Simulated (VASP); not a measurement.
# CaO (I-4m2) in VASP: single point with HSE06

Aim: the single point of CaO with HSE06.

Everything below comes from runs of VASP 6.6.1. Logs are shortened: lines on timing, memory, paths and dates and some standing lists are left out, and cuts for length are marked.

## 1. The cell of the first run

Symmetry: I-4m2, No. 119, tetragonal system. Conventional cell: a = 3.686 Å, b = 3.686 Å, c = 5.193 Å, α = 90.00°, β = 90.00°, γ = 90.00°. Ca (site symmetry -4m2) has 4 O at 2.25 Å within 3.0 Å. Within 3.0 Å of O (site symmetry -4m2) lie 4 Ca at 2.25 Å.

## 2. Single point, HSE06 (uniaxial z strain -0.4%)

The input, POSCAR:

```
CaO
1.0
    0.0000000000      2.6067317416      2.5963048146
    2.6067317416      0.0000000000      2.5963048146
    2.6067317416      2.6067317416      0.0000000000
Ca O
1 1
Direct
    0.0000000000      0.0000000000      0.0000000000
    0.2500000000      0.2500000000      0.2500000000
```

The input, INCAR.step1:

```
PREC = Accurate
ENCUT = 520
EDIFF = 1E-5
ISMEAR = 0
SIGMA = 0.01
LREAL = False
LASPH = True
NELM = 100
ALGO = Normal
ISIF = 2
LWAVE = True
LCHARG = False
GGA = PE
NBANDS = 15
```

The input, INCAR.step2:

```
PREC = Accurate
ENCUT = 520
EDIFF = 1E-6
ISMEAR = 0
SIGMA = 0.01
LREAL = False
LASPH = True
NELM = 100
ALGO = Normal
ISIF = 2
LWAVE = False
LCHARG = False
GGA = PE
LHFCALC = True
HFSCREEN = 0.2079
PRECFOCK = Normal
ISTART = 1
NBANDS = 15
```

The input, KPOINTS:

```
regular mesh
0
Gamma
  6 6 6
```

Potentials or basis: VASP PAW PBE potentials, release 64 (Ca_sv, O).

The run is started by

```console
$ cat potpaw_PBE.64/Ca_sv/POTCAR potpaw_PBE.64/O/POTCAR > POTCAR
$ cp INCAR.step1 INCAR
$ mpirun -np 1 vasp_std > vasp.out
$ cp INCAR.step2 INCAR
$ mpirun -np 1 vasp_std > vasp.out
```

OUTCAR:

```text
PREC = Accurate
   ENCUT = 520
   EDIFF = 1E-6
   ISMEAR = 0
   LREAL = False
   LASPH = True
   NELM = 100
   ISIF = 2
   GGA = PE
   LHFCALC = True
   HFSCREEN = 0.2079
   PRECFOCK = Normal
   ISTART = 1

 ion  position               nearest neighbor table
   1  0.000  0.000  0.000-   2 2.25   2 2.25   2 2.25   2 2.25
   2  0.250  0.250  0.250-   1 2.25   1 2.25   1 2.25   1 2.25

  LATTYP: Found a body centered tetragonal cell.
 ALAT       =     3.6864753824
 C/A-ratio  =     1.4085567081

  Lattice vectors:

 A1 = (   0.0000000000,  -2.6067317416,  -2.5963048146)
 A2 = (   0.0000000000,   2.6067317416,  -2.5963048146)
 A3 = (   2.6067317416,   0.0000000000,   2.5963048146)

Analysis of symmetry for initial positions (statically):
=====================================================================
 Subroutine PRICEL returns:
 Original cell was already a primitive cell.

 Routine SETGRP: Setting up the symmetry group for a
 body centered tetragonal supercell.

 Subroutine GETGRP returns: Found  8 space group operations
 (whereof  8 operations were pure point group operations)
 out of a pool of 16 trial point group operations.

The static configuration has the point symmetry D_2d.

Analysis of symmetry for dynamics (positions and initial velocities):
=====================================================================
 Subroutine PRICEL returns:
 Original cell was already a primitive cell.

 Routine SETGRP: Setting up the symmetry group for a
 body centered tetragonal supercell.

 Subroutine GETGRP returns: Found  8 space group operations
 (whereof  8 operations were pure point group operations)
 out of a pool of 16 trial point group operations.

The dynamic configuration has the point symmetry D_2d.

 Subroutine INISYM returns: Found  8 space group operations
 (whereof  8 operations are pure point group operations),
 and found     1 'primitive' translations

----------------------------------------------------------------------------------------

                                     Primitive cell

  volume of cell :      35.2840

  direct lattice vectors                    reciprocal lattice vectors
     0.000000000  2.606731742  2.596304815    -0.191811068  0.191811068  0.192581394
     2.606731742  0.000000000  2.596304815     0.191811068 -0.191811068  0.192581394
     2.606731742  2.606731742  0.000000000     0.191811068  0.191811068 -0.192581394

  length of vectors
     3.679109819  3.679109819  3.686475382     0.332671858  0.332671858  0.332671858

  position of ions in fractional coordinates (direct lattice)
     0.000000000  0.000000000  0.000000000
     0.250000000  0.250000000  0.250000000

  ion indices of the primitive-cell ions
   primitive index   ion index
                 1           1
                 2           2

----------------------------------------------------------------------------------------

 KPOINTS: regular mesh

Automatic generation of k-mesh.
 Grid dimensions read from file:
 generate k-points for:    6    6    6

 Generating k-lattice:

  Cartesian coordinates                     Fractional coordinates (reciprocal lattice)
    -0.031968511  0.031968511  0.032096899     0.166666667  0.000000000  0.000000000
     0.031968511 -0.031968511  0.032096899     0.000000000  0.166666667  0.000000000
     0.031968511  0.031968511 -0.032096899     0.000000000  0.000000000  0.166666667

  Length of vectors
     0.055445310  0.055445310  0.055445310

  Shift w.r.t. Gamma in fractional coordinates (k-lattice)
     0.000000000  0.000000000  0.000000000

 Subroutine IBZKPT returns following result:
 ===========================================

 Found     30 irreducible k-points:

 Following reciprocal coordinates:
            Coordinates               Weight
  0.000000  0.000000  0.000000      1.000000
  0.166667 -0.000000  0.000000      8.000000
  0.333333 -0.000000  0.000000      8.000000
  0.500000  0.000000  0.000000      4.000000
  0.166667  0.166667  0.000000      2.000000
  0.333333  0.166667  0.000000      8.000000
[... 16 lines left out ...]
  0.333333  0.000000  0.333333      4.000000
  0.500000  0.000000  0.333333     16.000000
 [... further k-points ...]
   k-points           NKPTS =     30   k-points in BZ     NKDIM =    216   number of bands    NBANDS=     15
   number of dos      NEDOS =    301   number of ions     NIONS =      2
   total plane-waves  NPLWV =  21952
   dimension x,y,z NGX =    28 NGY =   28 NGZ =   28
   dimension x,y,z NGXF=    56 NGYF=   56 NGZF=   56
   ions per type =               1   1
   NGX,Y,Z   is equivalent  to a cutoff of  12.65, 12.65, 12.63 a.u.
   NGXF,Y,Z  is equivalent  to a cutoff of  25.30, 25.30, 25.25 a.u.
 SYSTEM =  unknown system
   PREC   = accura    normal or accurate (medium, high low for compatibility)
   ISTART =      1    job   : 0-new  1-cont  2-samecut
   ICHARG =      0    charge: 1-file 2-atom 10-const
   ISPIN  =      1    spin polarized calculation?
   LNONCOLLINEAR =      F non collinear calculations
   LSORBIT =      F    spin-orbit coupling
   LASPH  =      T    aspherical Exc in radial PAW
   ENCUT  =  520.0 eV  38.22 Ry    6.18 a.u.   6.84  6.84  6.85*2*pi/ulx,y,z
   NELM   =    100;   NELMIN=  2; NELMDL=  0     # of ELM steps
   EDIFF  = 0.1E-05   stopping-criterion for ELM
   LREAL  =      F    real-space projection
   EDIFFG = 0.1E-04   stopping-criterion for IOM
   NSW    =      0    number of steps for IOM
   IBRION =     -1    ionic relax: 0-MD 1-quasi-New 2-CG
   NFREE  =      0    steps in history (QN), initial steepest desc. (CG)
   ISIF   =      2    stress and relaxation
   ISYM   =      3    0-nonsym 1-usesym 2-fastsym
   POTIM  = 0.5000    time-step for ionic-motion
   TEBEG  =    0.0;   TEEND  =   0.0 temperature during run
   PSTRESS=    0.0 pullay stress
   NELECT =      16.0000    total number of electrons
   NUPDOWN=      -1.0000    fix difference up-down
   EMIN   =  10.00;   EMAX   =-10.00  energy-range for DOS
   EFERMI =   0.00;   METHOD = LEGACY
   ISMEAR =     0;   SIGMA  =   0.01  broadening in eV -4-tet -1-fermi 0-gaus
   EFERMI_NEDOS =   21; number of points for ismear=-14 and -15
   IALGO  =     38    algorithm
   IMIX   =      1    mixing-type and parameters
     AMIX     =   0.40;   BMIX     =  1.00
     AMIX_MAG =   1.60;   BMIX_MAG =  1.00
  volume/ion in A,a.u.               =      17.64       119.05
  Fermi-wavevector in a.u.,A,eV,Ry     =   1.257734  2.376772 21.522976  1.581894
  Thomas-Fermi vector in A             =   2.391378
   LORBIT       =      0    0 simple, 1 ext, 2 COOP (PROOUT), +10 PAW based schemes
   GGA     = PE    functional components
   LHFCALC =     T    Hartree Fock is set to
   PRECFOCK=normal    Normal, Fast or Accurate (Low or Medium for compatibility)
   ENCUT4O =  -1.0   cutoff for four orbital integrals eV
   NKREDX  =     1    reduce k-point grid by
   NKREDY  =     1    reduce k-point grid by
   NKREDZ  =     1    reduce k-point grid by
   AEXX    =    0.2500 exact exchange contribution
   HFSCREEN=    0.2079 screening length (either q_TF or 0.3 A-1)
   HFSCREENC=   0.2079 screening length for correlation (either q_TF or 0.3 A-1)
   ENCUTFOCK=  -1.0 apply spherical cutoff to Coloumb kernel
   IVDW    =     0    specifies the selected vdW correction
   LEPSILON=     F    determine dielectric tensor
   LRPA    =     F    only Hartree local field effects (RPA)
 non-spin polarized calculation
 Gauss-broadening in eV      SIGMA  =   0.01
  energy-cutoff  :      520.00
  volume of cell :       35.28
 maximum number of plane-waves:       960
  NGX = 24; NGY = 24; NGZ = 24

 number of electron      15.9999998 magnetization

 Free energy of the ion-electron system (eV)
  ---------------------------------------------------
  ext. energy  EPLUGINS =         0.00000000
  ---------------------------------------------------
  free energy    TOTEN  =       -14.44952682 eV

  energy without entropy =      -14.44952682  energy(sigma->0) =      -14.44952682

 E-fermi :  -0.4620     XC(G=0):  -7.4830

 val. band max:       -0.5604385568   @ k =   0.5000   0.0000   0.5000
 cond. band min:       4.1634914674   @ k =   0.0000   0.0000   0.0000
 fundamental gap:      4.7239300242
 Fermi energy:        -0.4619502967

 k-point     1 :       0.0000    0.0000    0.0000
  band No.  band energies     occupation
      1     -40.2176      2.00000
      2     -19.6846      2.00000
      3     -19.6836      2.00000
      4     -19.6836      2.00000
      5     -16.8034      2.00000
      6      -1.1960      2.00000
      7      -1.1960      2.00000
      8      -1.1923      2.00000
      9       4.1635      0.00000
     10       9.5505      0.00000
     11       9.5849      0.00000
     12      11.2604      0.00000
     13      11.2604      0.00000
     14      11.2993      0.00000
     15      17.8057      0.00000

 k-point     2 :       0.1667   -0.0000    0.0000
  band No.  band energies     occupation
      1     -40.2055      2.00000
      2     -19.9388      2.00000
      3     -19.6992      2.00000
      4     -19.6990      2.00000
      5     -16.5516      2.00000
      6      -1.4477      2.00000
      7      -1.1219      2.00000
      8      -1.1178      2.00000
      9       5.0862      0.00000
     10       9.2349      0.00000
     11       9.2618      0.00000
     12      10.8321      0.00000
     13      11.5550      0.00000
     14      11.5738      0.00000
     15      15.3908      0.00000
[... 365 lines left out ...]
      3     -19.8016      2.00000
      4     -19.7983      2.00000
      5     -15.9637      2.00000
      6      -1.9822      2.00000
      7      -0.7427      2.00000
      8      -0.7333      2.00000
      9       6.4039      0.00000
     10       7.7378      0.00000
     11      10.4394      0.00000
     12      11.2544      0.00000
     13      11.2844      0.00000
     14      11.3264      0.00000
     15      16.8509      0.00000

 k-point    24 :       0.5000    0.0000    0.3333
  band No.  band energies     occupation
      1     -40.1573      2.00000
      2     -20.5588      2.00000
      3     -19.8702      2.00000
      4     -19.8148      2.00000
      5     -15.8031      2.00000
      6      -1.8672      2.00000
      7      -0.7429      2.00000
      8      -0.6526      2.00000
      9       6.1563      0.00000
     10       7.8858      0.00000
     11      10.2075      0.00000
     12      11.2743      0.00000
     13      11.2863      0.00000
     14      12.4777      0.00000
     15      15.1030      0.00000

 [... further k-points ...]

------------------------ aborting loop because EDIFF is reached ----------------------------------------

  FORCE on cell =-STRESS in cart. coord.  units (eV):
  Direction    XX          YY          ZZ          XY          YZ          ZX
  --------------------------------------------------------------------------------------
  -------------------------------------------------------------------------------------
  Total        0.2098727      0.2098727      0.2236539      0.0000000      0.0000000     -0.0000000
  in kB        9.5298966      9.5298966     10.1556726      0.0000000      0.0000000     -0.0000000
  external PRESSURE =       9.7384886 kB  Pullay stress =       0.0000000 kB

 VOLUME and BASIS-vectors are now :
 -----------------------------------------------------------------------------
  energy-cutoff  :      520.00
  volume of cell :       35.28
      direct lattice vectors                 reciprocal lattice vectors
     0.000000000  2.606731742  2.596304815    -0.191811068  0.191811068  0.192581394
     2.606731742  0.000000000  2.596304815     0.191811068 -0.191811068  0.192581394
     2.606731742  2.606731742  0.000000000     0.191811068  0.191811068 -0.192581394

 POSITION                                       TOTAL-FORCE (eV/Angst)
 -----------------------------------------------------------------------------------
      0.00000      0.00000      0.00000         0.000000      0.000000     -0.000000
      1.30337      1.30337      1.29815        -0.000000     -0.000000      0.000000
 -----------------------------------------------------------------------------------
    total drift:                                0.000001     -0.000000      0.000001

  FREE ENERGIE OF THE ION-ELECTRON SYSTEM (eV)
  ---------------------------------------------------
  free  energy   TOTEN  =       -14.4495268177 eV

  energy  without entropy=      -14.4495268177  energy(sigma->0) =      -14.44952682
```

Wall time 71 min (1 thread of AMD EPYC 7R43 (Zen 3), shared host); peak memory 0.25 GiB.

What came out:

| Item | Value |
| --- | --- |
| Free energy | -14.4495 eV |
| Pressure | 1.0 GPa |
| Band gap on the k mesh | 4.72 eV (least direct gap 5.36 eV) |

Levels at points of the mesh, in eV from the valence-band top:
| k point | band 5 | band 6 | band 7 | band 8 | band 9 | band 10 | band 11 | band 12 |
| --- | --- | --- | --- | --- | --- | --- | --- | --- |
| (0.00, 0.00, 0.00) | -16.24 | -0.64 | -0.64 | -0.63 | 4.72 | 10.11 | 10.15 | 11.82 |
| (0.50, 0.00, 0.00) | -15.44 | -1.06 | -0.37 | -0.36 | 7.86 | 9.82 | 9.94 | 9.95 |
| (0.50, 0.50, 0.00) | -15.20 | -1.50 | -0.01 | -0.01 | 6.53 | 8.45 | 11.34 | 11.59 |
| (0.50, 0.00, 0.50) | -15.20 | -1.50 | 0.00 | 0.00 | 6.52 | 8.44 | 11.34 | 11.59 |

Caveat: the cell differs from its parent crystal (uniaxial z strain -0.4%); the structure was generated, so it needn't be the stable form of CaO; the PAW data sets were made with another functional, which shifts forces and pressure a little.
